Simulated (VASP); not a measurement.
Input of a VASP 6.6.1 run:

The input INCAR:

```
SYSTEM = CoO
PREC = Accurate
ENCUT = 520
EDIFF = 1E-6
ISMEAR = -1
SIGMA = 0.17
LREAL = .FALSE.
LASPH = .TRUE.
NELM = 120
ALGO = Normal
ISIF = 2
LWAVE = .FALSE.
LCHARG = .FALSE.
GGA = PS
NBANDS = 74
GGA_COMPAT = .FALSE.
```

Contents of KPOINTS:

```
Automatic mesh
0
G
  3 3 3
  0 0 0
```

Contents of POSCAR:

```
CoO
1.0
   -3.2044400000     -1.8500840000      5.1329420000
    3.2044400000     -1.8500840000      5.1329420000
    0.0000000000      3.7001680000      5.1329420000
Co O
8 8
Direct
    0.9372306192      1.0357189667      0.8459406334
    0.5278424825      0.5244409521      0.4826842311
    0.4666598309      0.5403388513      0.9069134563
    1.1351028329      1.0594577904      0.2254550324
    0.6318726989      1.0519148903      0.2725953195
    1.0041089849      0.5212477049      0.9354542837
    1.1764327448      0.5087029698      0.4111279876
    0.5502734974      1.0333220176      0.8466871571
    0.5262437282      0.3569473769      0.2380372276
    0.9070447072      0.8822665868      0.7125287814
    1.0093613209      0.8534838509      0.2199954291
    0.3563350403      0.3904439642      0.7983972316
    0.9321352657      0.3584624867      0.6454069794
    0.4934039402      0.8536852999      0.2522664511
    0.4367407903      0.9035930328      0.7493254795
    0.8769688936      0.3638059073      0.2579173721
```

Potentials or basis: VASP PAW PBE potentials, release 64 (Co, O).

The run is started by

```bash
$ cat potpaw_PBE.64/Co/POTCAR potpaw_PBE.64/O/POTCAR > POTCAR
$ mpirun -np 1 vasp_std > vasp.out
```

(1) Predict the pressure.

(2) What does it give for the largest force?

## Answers

(1) -12.1 GPa.

(2) 4.089 eV/Å.

Caveat: the k points lie up to 0.40 Å⁻¹ apart; the PAW data sets were made with another functional, which shifts forces and pressure a little; the run has no spin polarisation, though such a crystal can be magnetic.
